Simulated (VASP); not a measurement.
# CdS (F-43m) in VASP: notebook, part 2 of 2

VASP 6.6.1. Earlier steps stand in the parts before.

## Step 4: Single point, PBE

Contents of INCAR:

```
SYSTEM = CdS
ALGO = Normal
EDIFF = 1E-6
ENCUT = 520
GGA = PE
ISIF = 2
ISMEAR = 0
LASPH = .TRUE.
LCHARG = .TRUE.
LELF = .TRUE.
LREAL = .FALSE.
LVHAR = .TRUE.
LWAVE = .FALSE.
NBANDS = 16
NELM = 60
PREC = Accurate
SIGMA = 0.1
```

Contents of KPOINTS:

```
k-points
0
G
  4 4 4
  0 0 0
```

Contents of POSCAR:

```
CdS
1.0
    0.0000000000      2.9429534649      2.9429534649
    2.9429534649      0.0000000000      2.9429534649
    2.9429534649      2.9429534649      0.0000000000
Cd S
1 1
Direct
    0.0000000000      0.0000000000      0.0000000000
    0.2500000000      0.2500000000      0.2500000000
```

Potentials or basis: VASP PAW PBE potentials, release 64 (Cd, S).

On the command line:

```console
> cat potpaw_PBE.64/Cd/POTCAR potpaw_PBE.64/S/POTCAR > POTCAR
> mpirun -np 1 vasp_std > vasp.out
```

OUTCAR:

```text
SYSTEM = CdS
   EDIFF = 1E-6
   ENCUT = 520
   GGA = PE
   ISIF = 2
   ISMEAR = 0
   LASPH = .TRUE.
   LREAL = .FALSE.
   NELM = 60
   PREC = Accurate

 ion  position               nearest neighbor table
   1  0.000  0.000  0.000-   2 2.55   2 2.55   2 2.55   2 2.55
   2  0.250  0.250  0.250-   1 2.55   1 2.55   1 2.55   1 2.55

  LATTYP: Found a face centered cubic cell.
 ALAT       =     5.8859069298

  Lattice vectors:

 A1 = (   0.0000000000,   2.9429534649,   2.9429534649)
 A2 = (   2.9429534649,   0.0000000000,   2.9429534649)
 A3 = (   2.9429534649,   2.9429534649,   0.0000000000)

Analysis of symmetry for initial positions (statically):
=====================================================================
 Subroutine PRICEL returns:
 Original cell was already a primitive cell.

 Routine SETGRP: Setting up the symmetry group for a
 face centered cubic supercell.

 Subroutine GETGRP returns: Found 24 space group operations
 (whereof 24 operations were pure point group operations)
 out of a pool of 48 trial point group operations.

The static configuration has the point symmetry T_d .

Analysis of symmetry for dynamics (positions and initial velocities):
[... 144 lines left out ...]

 val. band max:        1.1087067866   @ k =   0.0000   0.0000   0.0000
 cond. band min:       2.1869705088   @ k =   0.0000   0.0000   0.0000
 fundamental gap:      1.0782637222
 Fermi energy:         1.5900412667

 k-point     1 :       0.0000    0.0000    0.0000
  band No.  band energies     occupation
      1     -11.0959      2.00000
      2      -6.5467      2.00000
      3      -6.5467      2.00000
      4      -6.5467      2.00000
      5      -6.1055      2.00000
      6      -6.1055      2.00000
[... 129 lines left out ...]
      3      -6.3147      2.00000
      4      -6.1413      2.00000
      5      -6.0969      2.00000
      6      -5.5151      2.00000
[... 8 lines left out ...]
     15      14.2177      0.00000
     16      14.3394      0.00000

------------------------ aborting loop because EDIFF is reached ----------------------------------------

  FORCE on cell =-STRESS in cart. coord.  units (eV):
  Direction    XX          YY          ZZ          XY          YZ          ZX
  --------------------------------------------------------------------------------------
  -------------------------------------------------------------------------------------
  Total        0.5163743      0.5163743      0.5163743      0.0000000     -0.0000000     -0.0000000
  in kB       16.2291205     16.2291205     16.2291205      0.0000000     -0.0000000     -0.0000000
  external PRESSURE =      16.2291205 kB  Pullay stress =       0.0000000 kB

 VOLUME and BASIS-vectors are now :
 -----------------------------------------------------------------------------
  energy-cutoff  :      520.00
  volume of cell :       50.98
      direct lattice vectors                 reciprocal lattice vectors
     0.000000000  2.942953465  2.942953465    -0.169897352  0.169897352  0.169897352
     2.942953465  0.000000000  2.942953465     0.169897352 -0.169897352  0.169897352
     2.942953465  2.942953465  0.000000000     0.169897352  0.169897352 -0.169897352

 POSITION                                       TOTAL-FORCE (eV/Angst)
 -----------------------------------------------------------------------------------
      0.00000      0.00000      0.00000        -0.000000     -0.000000     -0.000000
      1.47148      1.47148      1.47148         0.000000      0.000000      0.000000
 -----------------------------------------------------------------------------------
    total drift:                               -0.000000     -0.000000     -0.000000

  FREE ENERGIE OF THE ION-ELECTRON SYSTEM (eV)
  ---------------------------------------------------
  free  energy   TOTEN  =        -6.1091678959 eV

  energy  without entropy=       -6.1091678959  energy(sigma->0) =       -6.10916790
```

OSZICAR:

```text
N       E                     dE             d eps       ncg     rms          rms(c)
DAV:   1     0.104195838069E+03    0.10420E+03   -0.91410E+03   264   0.102E+03
DAV:   2    -0.273531349223E+01   -0.10693E+03   -0.10089E+03   296   0.249E+02
DAV:   3    -0.664838152489E+01   -0.39131E+01   -0.39040E+01   320   0.501E+01
DAV:   4    -0.667233049988E+01   -0.23949E-01   -0.23946E-01   328   0.375E+00
DAV:   5    -0.667267759166E+01   -0.34709E-03   -0.34709E-03   296   0.425E-01    0.765E+00
DAV:   6    -0.612854934294E+01    0.54413E+00   -0.85278E-01   360   0.114E+01    0.623E+00
DAV:   7    -0.610846879006E+01    0.20081E-01   -0.19932E-01   304   0.304E+00    0.307E+00
DAV:   8    -0.610898380659E+01   -0.51502E-03   -0.18541E-02   288   0.170E+00    0.293E-01
DAV:   9    -0.610894038078E+01    0.43426E-04   -0.22480E-03   304   0.683E-01    0.617E-02
DAV:  10    -0.610908020667E+01   -0.13983E-03   -0.26719E-04   264   0.168E-01    0.729E-02
DAV:  11    -0.610917676835E+01   -0.96562E-04   -0.16308E-04   272   0.995E-02    0.259E-02
DAV:  12    -0.610916680180E+01    0.99666E-05   -0.28787E-05   352   0.689E-02    0.106E-02
DAV:  13    -0.610916810348E+01   -0.13017E-05   -0.41686E-06   296   0.119E-02    0.783E-03
DAV:  14    -0.610916789593E+01    0.20756E-06   -0.31342E-07   240   0.367E-03
   1 F= -.61091679E+01 E0= -.61091679E+01  d E =-.229353E-12
```

stdout:

```text
POSCAR found type information on POSCAR CdS
 POSCAR found :  2 types and       2 ions
 scaLAPACK will be used
 LDA part: xc-table for (Slater+PW92), standard interpolation
 POSCAR, INCAR and KPOINTS ok, starting setup
 FFT: planning ... GRIDC
 FFT: planning ... GRID_SOFT
 FFT: planning ... GRID
 WAVECAR not read
 entering main loop
```

It took 9.7 s on 1 thread of AMD EPYC 7R43 (Zen 3), shared host; peak memory 0.14 GiB.

What came out:

```
Free energy            : -6.1092 eV
Pressure               : 1.6 GPa
Band gap on the k mesh : 1.08 eV, direct
```

Caveat: the k points lie up to 0.46 Å⁻¹ apart. A hybrid or GW would open this gap; PBE tends to underestimate it.

## Step 5: Single point, PBE

Contents of INCAR:

```
SYSTEM = CdS
ALGO     = Normal         ! electronic algorithm
EDIFF    = 1E-6           ! SCF threshold, eV
ENCUT    = 520            ! plane-wave cutoff, eV
GGA      = PE             ! functional
ISIF     = 2              ! what is computed and relaxed
ISMEAR   = 0              ! smearing method
LASPH    = .TRUE.         ! aspherical terms in the spheres
LCHARG   = .FALSE.        ! write CHGCAR
LREAL    = .FALSE.        ! projectors in reciprocal space
LWAVE    = .FALSE.        ! write WAVECAR
NBANDS   = 16             ! bands
NELECT   = 17.0         
NELM     = 60             ! most SCF steps
PREC     = Accurate       ! precision mode
SIGMA    = 0.1            ! smearing width, eV
```

KPOINTS is that of step 4.

POSCAR is that of step 4.

Potentials or basis: VASP PAW PBE potentials, release 64 (Cd, S).

On the command line:

```console
> cat potpaw_PBE.64/Cd/POTCAR potpaw_PBE.64/S/POTCAR > POTCAR
> mpirun -np 1 vasp_std > vasp.out
```

OUTCAR:

```text
SYSTEM = CdS
   EDIFF = 1E-6
   ENCUT = 520
   GGA = PE
   ISIF = 2
   ISMEAR = 0
   LASPH = .TRUE.
   LREAL = .FALSE.
   NELECT = 17.0
   NELM = 60
   PREC = Accurate

 ion  position               nearest neighbor table
   1  0.000  0.000  0.000-   2 2.55   2 2.55   2 2.55   2 2.55
   2  0.250  0.250  0.250-   1 2.55   1 2.55   1 2.55   1 2.55

  LATTYP: Found a face centered cubic cell.
 ALAT       =     5.8859069298

  Lattice vectors:

 A1 = (   0.0000000000,   2.9429534649,   2.9429534649)
 A2 = (   2.9429534649,   0.0000000000,   2.9429534649)
 A3 = (   2.9429534649,   2.9429534649,   0.0000000000)

Analysis of symmetry for initial positions (statically):
=====================================================================
 Subroutine PRICEL returns:
 Original cell was already a primitive cell.

 Routine SETGRP: Setting up the symmetry group for a
 face centered cubic supercell.

 Subroutine GETGRP returns: Found 24 space group operations
 (whereof 24 operations were pure point group operations)
 out of a pool of 48 trial point group operations.

[... 143 lines left out ...]

  energy without entropy =       -6.43081340  energy(sigma->0) =       -6.43931292

 E-fermi :  -0.2430     XC(G=0):  -8.5796

 val. band max:       -0.4127417901   @ k =   0.2500   0.2500   0.0000
 cond. band min:      -0.2208931598   @ k =  -0.2500   0.2500   0.0000
 fundamental gap:      0.1918486303
 Fermi energy:        -0.2429744364

 k-point     1 :       0.0000    0.0000    0.0000
  band No.  band energies     occupation
      1     -11.8061      2.00000
      2      -6.7387      2.00000
      3      -6.7387      2.00000
      4      -6.7387      2.00000
      5      -6.2436      2.00000
      6      -6.2436      2.00000
[... 129 lines left out ...]
      3      -6.4919      2.00000
      4      -6.2896      2.00000
      5      -6.2366      2.00000
      6      -5.7426      2.00000
[... 8 lines left out ...]
     15      14.0690      0.00000
     16      14.4616      0.00000

------------------------ aborting loop because EDIFF is reached ----------------------------------------

  FORCE on cell =-STRESS in cart. coord.  units (eV):
  Direction    XX          YY          ZZ          XY          YZ          ZX
  --------------------------------------------------------------------------------------
  -------------------------------------------------------------------------------------
  Total       -7.0089763     -7.0089763     -7.0089763      0.0000000     -0.0000000      0.0000000
  in kB     -220.2850357   -220.2850357   -220.2850357      0.0000000     -0.0000000      0.0000000
  external PRESSURE =    -220.2850357 kB  Pullay stress =       0.0000000 kB

 VOLUME and BASIS-vectors are now :
 -----------------------------------------------------------------------------
  energy-cutoff  :      520.00
  volume of cell :       50.98
      direct lattice vectors                 reciprocal lattice vectors
     0.000000000  2.942953465  2.942953465    -0.169897352  0.169897352  0.169897352
     2.942953465  0.000000000  2.942953465     0.169897352 -0.169897352  0.169897352
     2.942953465  2.942953465  0.000000000     0.169897352  0.169897352 -0.169897352

 POSITION                                       TOTAL-FORCE (eV/Angst)
 -----------------------------------------------------------------------------------
      0.00000      0.00000      0.00000         0.000000      0.000000      0.000000
      1.47148      1.47148      1.47148        -0.000000     -0.000000     -0.000000
 -----------------------------------------------------------------------------------
    total drift:                               -0.000000     -0.000000     -0.000000

  FREE ENERGIE OF THE ION-ELECTRON SYSTEM (eV)
  ---------------------------------------------------
  free  energy   TOTEN  =        -6.4478124415 eV

  energy  without entropy=       -6.4308134045  energy(sigma->0) =       -6.43931292
```

stdout:

```text
POSCAR found type information on POSCAR CdS
 POSCAR found :  2 types and       2 ions
 scaLAPACK will be used
 LDA part: xc-table for (Slater+PW92), standard interpolation
 POSCAR, INCAR and KPOINTS ok, starting setup
 FFT: planning ... GRIDC
 FFT: planning ... GRID_SOFT
 FFT: planning ... GRID
 WAVECAR not read
 entering main loop
 the old and the new charge density differ
 old charge density:    18.00000 new   17.00000
    0.592E+00
```

Wall time 8.2 s (1 thread of AMD EPYC 7R43 (Zen 3), shared host); peak memory 0.14 GiB.

Results:

```yaml
Free_energy: -6.4478 eV
```

Caveat: the k points lie up to 0.46 Å⁻¹ apart; the cell carries a net charge on a neutralising background, which shifts energy and pressure; the cell is charged against a uniform background, so pressure and absolute levels hang on convention.

## Step 6: Single point, PBE+U

Contents of INCAR:

```
SYSTEM = CdS
  ALGO = Normal
  EDIFF = 1E-6
  ENCUT = 520
  GGA = PE
  ISIF = 2
  ISMEAR = 0
  LASPH = .TRUE.
  LCHARG = .FALSE.
  LDAU = .TRUE.
  LDAUJ = 0 0
  LDAUL = 2 -1
  LDAUPRINT = 1
  LDAUTYPE = 2
  LDAUU = 1.3 0
  LREAL = .FALSE.
  LWAVE = .FALSE.
  NBANDS = 16
  NELM = 150
  PREC = Accurate
  SIGMA = 0.1
```

KPOINTS is that of step 5.

POSCAR is that of step 5.

Potentials or basis: VASP PAW PBE potentials, release 64 (Cd, S).

On the command line:

```console
> cat potpaw_PBE.64/Cd/POTCAR potpaw_PBE.64/S/POTCAR > POTCAR
> mpirun -np 1 vasp_std > vasp.out
```

Wall time 8.5 s (1 thread of AMD EPYC 7R43 (Zen 3), shared host); peak memory 0.14 GiB.

The run converged. Its results:

| Quantity | Value |
| --- | --- |
| Free energy | -5.8737 eV |
| Pressure | 1.5 GPa |
| Band gap on the k mesh | 1.15 eV, direct |

Levels at points of the mesh, in eV from the valence-band top:
```csv
k point,band 7,band 8,band 9,band 10,band 11,band 12
"(0.00, 0.00, 0.00)",0.00,0.00,0.00,1.15,6.61,6.61
"(0.50, 0.00, 0.00)",-4.18,-0.69,-0.69,3.03,7.04,7.04
"(0.50, 0.50, 0.00)",-3.80,-1.74,-1.74,3.62,4.35,9.17
```

Eigenvalues of the final occupation matrices:
| site | spin | trace | eigenvalues |
| --- | --- | --- | --- |
| site 1 d | 1 | 4.83 | 0.96 0.96 0.97 0.97 0.97 |
| site 1 d | 2 | 4.83 | 0.96 0.96 0.97 0.97 0.97 |

Caveat: the k points lie up to 0.46 Å⁻¹ apart.

## Step 7: The runs side by side

| level | U | k mesh | gap on the mesh (eV) | pressure (GPa) |
| --- | --- | --- | --- | --- |
| PBE | - | 2 × 2 × 2 | 0.93 | 4.6 |
| PBE+U | Cd d U = 2.2 eV | 2 × 2 × 2 | 1.05 | 4.5 |
| PBE | - | 4 × 4 × 4 | 1.08 | 1.6 |
| PBE+U | Cd d U = 1.3 eV | 4 × 4 × 4 | 1.15 | 1.5 |

Alike in all rows: task single point; potentials or basis VASP PAW PBE potentials, release 64 (Cd, S); no spin polarisation; cell as given; cutoff (eV) 520; smearing gaussian 0.1 eV.

Caveats: all runs use coarse meshes.

Total energies depend on the potentials used, so only differences within one code and one set of settings carry meaning.
